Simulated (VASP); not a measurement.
# Ta (Im-3m) in VASP: further runs

Ta is run at these levels: PBE; tasks: single point.

Everything below comes from runs of VASP 6.6.1. Logs are shortened: lines on timing, memory, paths and dates and some standing lists are left out, and cuts for length are marked.

## Step 1: The cell of the first run

It takes space group Im-3m (No. 229, cubic). The conventional cell has a = 3.319 Å, b = 3.319 Å, c = 3.319 Å, α = 90.00°, β = 90.00°, γ = 90.00°. Ta (site symmetry m-3m) has 14 Ta at 2.87 to 3.32 Å within 3.8 Å.

## Step 2: Single point, PBE

The input, INCAR:

```
SYSTEM = Ta
  PREC = Accurate
  ENCUT = 520
  EDIFF = 1E-7
  ISMEAR = 0
  SIGMA = 0.1
  LREAL = .FALSE.
  LASPH = .TRUE.
  NELM = 60
  ALGO = Normal
  ISIF = 2
  LWAVE = .FALSE.
  LCHARG = .FALSE.
  GGA = PE
  NBANDS = 12
```

The input, KPOINTS:

```
Automatic mesh
0
G
  18 18 18
  0 0 0
```

The input, POSCAR:

```
Ta
1.0
   -1.6595311953      1.6595311953      1.6595311953
    1.6595311953     -1.6595311953      1.6595311953
    1.6595311953      1.6595311953     -1.6595311953
Ta
1
Direct
    0.0000000000      0.0000000000      0.0000000000
```

Potentials or basis: VASP PAW PBE potentials, release 64 (Ta_pv).

Run with:

```
$ cat potpaw_PBE.64/Ta_pv/POTCAR > POTCAR
$ mpirun -np 1 vasp_std > vasp.out
```

OUTCAR:

```text
SYSTEM = Ta
   PREC = Accurate
   ENCUT = 520
   EDIFF = 1E-7
   ISMEAR = 0
   LREAL = .FALSE.
   LASPH = .TRUE.
   NELM = 60
   ISIF = 2
   GGA = PE

 ion  position               nearest neighbor table
   1  0.000  0.000  0.000-

  LATTYP: Found a body centered cubic cell.
 ALAT       =     3.3190623906

  Lattice vectors:

 A1 = (  -1.6595311953,   1.6595311953,   1.6595311953)
 A2 = (   1.6595311953,  -1.6595311953,   1.6595311953)
 A3 = (   1.6595311953,   1.6595311953,  -1.6595311953)

Analysis of symmetry for initial positions (statically):
=====================================================================
 Subroutine PRICEL returns:
 Original cell was already a primitive cell.

 Routine SETGRP: Setting up the symmetry group for a
 body centered cubic supercell.

 Subroutine GETGRP returns: Found 48 space group operations
 (whereof 48 operations were pure point group operations)
 out of a pool of 48 trial point group operations.

The static configuration has the point symmetry O_h .

Analysis of symmetry for dynamics (positions and initial velocities):
=====================================================================
 Subroutine PRICEL returns:
 Original cell was already a primitive cell.

 Routine SETGRP: Setting up the symmetry group for a
 body centered cubic supercell.

 Subroutine GETGRP returns: Found 48 space group operations
 (whereof 48 operations were pure point group operations)
 out of a pool of 48 trial point group operations.

The dynamic configuration has the point symmetry O_h .

 Subroutine INISYM returns: Found 48 space group operations
 (whereof 48 operations are pure point group operations),
 and found     1 'primitive' translations

----------------------------------------------------------------------------------------

                                     Primitive cell

  volume of cell :      18.2817

  direct lattice vectors                    reciprocal lattice vectors
    -1.659531195  1.659531195  1.659531195     0.000000000  0.301289907  0.301289907
     1.659531195 -1.659531195  1.659531195     0.301289907  0.000000000  0.301289907
     1.659531195  1.659531195 -1.659531195     0.301289907  0.301289907  0.000000000

  length of vectors
     2.874392347  2.874392347  2.874392347     0.426088273  0.426088273  0.426088273

  position of ions in fractional coordinates (direct lattice)
     0.000000000  0.000000000  0.000000000

[... 82 lines left out ...]
   ISYM   =      2    0-nonsym 1-usesym 2-fastsym
   POTIM  = 0.5000    time-step for ionic-motion
   TEBEG  =    0.0;   TEEND  =   0.0 temperature during run
   PSTRESS=    0.0 pullay stress
   NELECT =      11.0000    total number of electrons
   NUPDOWN=      -1.0000    fix difference up-down
   EMIN   =  10.00;   EMAX   =-10.00  energy-range for DOS
   EFERMI =   0.00;   METHOD = LEGACY
   ISMEAR =     0;   SIGMA  =   0.10  broadening in eV -4-tet -1-fermi 0-gaus
   EFERMI_NEDOS =   21; number of points for ismear=-14 and -15
   IALGO  =     38    algorithm
   IMIX   =      4    mixing-type and parameters
     AMIX     =   0.40;   BMIX     =  1.00
     AMIX_MAG =   1.60;   BMIX_MAG =  1.00
  volume/ion in A,a.u.               =      18.28       123.37
  Fermi-wavevector in a.u.,A,eV,Ry     =   1.382081  2.611755 25.989157  1.910149
  Thomas-Fermi vector in A             =   2.506806
   LORBIT       =      0    0 simple, 1 ext, 2 COOP (PROOUT), +10 PAW based schemes
   GGA     = PE    functional components
   LHFCALC =     F    Hartree Fock is set to
   AEXX    =    0.0000 exact exchange contribution
   IVDW    =     0    specifies the selected vdW correction
   LEPSILON=     F    determine dielectric tensor
   LRPA    =     F    only Hartree local field effects (RPA)
 non-spin polarized calculation
 Gauss-broadening in eV      SIGMA  =   0.10
  energy-cutoff  :      520.00
  volume of cell :       18.28
 maximum number of plane-waves:       531
 NGX is ok and might be reduce to    24
   NGX = 11   NGY = 11   NGZ = 11

 number of electron      11.0000001 magnetization

 Free energy of the ion-electron system (eV)
  ---------------------------------------------------
  ext. energy  EPLUGINS =         0.00000000
  ---------------------------------------------------
  free energy    TOTEN  =       -11.81632245 eV

  energy without entropy =      -11.81023519  energy(sigma->0) =      -11.81327882

 E-fermi :   5.3763     XC(G=0): -12.5420

 val. band max:        5.3556292735   @ k =   0.1111   0.1111   0.0000
 cond. band min:       5.3783990128   @ k =   0.3333   0.1667   0.0556
 fundamental gap:      0.0227697393
 Fermi energy:         5.3762935584

 k-point     1 :       0.0000    0.0000    0.0000
  band No.  band energies     occupation
      1     -27.7634      2.00000
      2     -27.7634      2.00000
      3     -27.7634      2.00000
      4      -2.4927      2.00000
      5       6.1012      0.00000
      6       6.1012      0.00000
      7       6.1012      0.00000
      8       9.3216      0.00000
      9       9.3216      0.00000
     10      20.0141      0.00000
     11      20.3067      0.00000
     12      20.3067      0.00000
[... 331 lines left out ...]
 k-point    24 :       0.3889    0.1111    0.0000
  band No.  band energies     occupation
      1     -28.8114      2.00000
      2     -28.1555      2.00000
      3     -27.8189      2.00000
      4       1.4385      2.00000
      5       3.9842      2.00000
      6       5.9823      0.00000
      7       9.0676      0.00000
      8      10.3345      0.00000
      9      13.1202      0.00000
     10      16.6470      0.00000
     11      18.2615      0.00000
     12      20.0215      0.00000

 [... further k-points ...]

------------------------ aborting loop because EDIFF is reached ----------------------------------------

  FORCE on cell =-STRESS in cart. coord.  units (eV):
  Direction    XX          YY          ZZ          XY          YZ          ZX
  --------------------------------------------------------------------------------------
  -------------------------------------------------------------------------------------
  Total        0.0054953      0.0054953      0.0054953     -0.0000000     -0.0000000      0.0000000
  in kB        0.4816018      0.4816018      0.4816018     -0.0000000     -0.0000000      0.0000000
  external PRESSURE =       0.4816018 kB  Pullay stress =       0.0000000 kB

 VOLUME and BASIS-vectors are now :
 -----------------------------------------------------------------------------
  energy-cutoff  :      520.00
  volume of cell :       18.28
      direct lattice vectors                 reciprocal lattice vectors
    -1.659531195  1.659531195  1.659531195     0.000000000  0.301289907  0.301289907
     1.659531195 -1.659531195  1.659531195     0.301289907  0.000000000  0.301289907
     1.659531195  1.659531195 -1.659531195     0.301289907  0.301289907  0.000000000

 POSITION                                       TOTAL-FORCE (eV/Angst)
 -----------------------------------------------------------------------------------
      0.00000      0.00000      0.00000        -0.000000     -0.000000      0.000000
 -----------------------------------------------------------------------------------
    total drift:                                0.000000      0.000000      0.000000

  FREE ENERGIE OF THE ION-ELECTRON SYSTEM (eV)
  ---------------------------------------------------
  free  energy   TOTEN  =       -11.8163224536 eV

  energy  without entropy=      -11.8102351944  energy(sigma->0) =      -11.81327882
```

OSZICAR:

```text
N       E                     dE             d eps       ncg     rms          rms(c)
DAV:   1     0.596967144037E+02    0.59697E+02   -0.60877E+03  4712   0.867E+02
DAV:   2    -0.112805459092E+02   -0.70977E+02   -0.69052E+02  5232   0.242E+02
DAV:   3    -0.122863038801E+02   -0.10058E+01   -0.99340E+00  5580   0.272E+01
DAV:   4    -0.122889578371E+02   -0.26540E-02   -0.26534E-02  5252   0.155E+00
DAV:   5    -0.122889668475E+02   -0.90104E-05   -0.90099E-05  5556   0.860E-02    0.131E+01
DAV:   6    -0.119243561323E+02    0.36461E+00   -0.29483E-01  5488   0.587E+00    0.635E+00
DAV:   7    -0.118170989034E+02    0.10726E+00   -0.25810E-01  5412   0.509E+00    0.387E-01
DAV:   8    -0.118163525550E+02    0.74635E-03   -0.81766E-03  5156   0.728E-01    0.128E-01
DAV:   9    -0.118163297061E+02    0.22849E-04   -0.12884E-04  5476   0.121E-01    0.266E-02
DAV:  10    -0.118163223969E+02    0.73093E-05   -0.38895E-06  5252   0.214E-02    0.289E-03
DAV:  11    -0.118163224536E+02   -0.56739E-07   -0.20960E-07  5224   0.503E-03
   1 F= -.11816322E+02 E0= -.11813279E+02  d E =-.608726E-02
```

stdout:

```text
POSCAR found type information on POSCAR Ta
 POSCAR found :  1 types and       1 ions
 scaLAPACK will be used
 LDA part: xc-table for (Slater+PW92), standard interpolation
 POSCAR, INCAR and KPOINTS ok, starting setup
 FFT: planning ... GRIDC
 FFT: planning ... GRID_SOFT
 FFT: planning ... GRID
 WAVECAR not read
 entering main loop
```

It took 17 s on 1 thread of Intel Xeon Platinum 8559C (Emerald Rapids), shared host; peak memory 0.17 GiB.

What came out:

| Item | Value |
| --- | --- |
| Free energy | -11.8163 eV |
| Pressure | 0.0 GPa |

Levels at points of the mesh, in eV from the Fermi level:
```tsv
k point	band 1	band 2	band 3	band 4	band 5	band 6	band 7	band 8	band 9	band 10
(0.00, 0.00, 0.00)	-33.14	-33.14	-33.14	-7.87	0.72	0.72	0.72	3.95	3.95	14.64
(0.50, 0.00, 0.00)	-34.26	-33.50	-33.15	-4.32	-1.51	1.51	3.82	4.83	7.64	11.48
(0.50, 0.50, 0.50)	-33.92	-33.92	-33.92	-3.72	-3.72	6.71	6.71	6.71	8.51	8.51
```

Caveat: spin-orbit coupling is left out, which moves the levels of the heavy elements.

(Continued in part 2 of 2.)
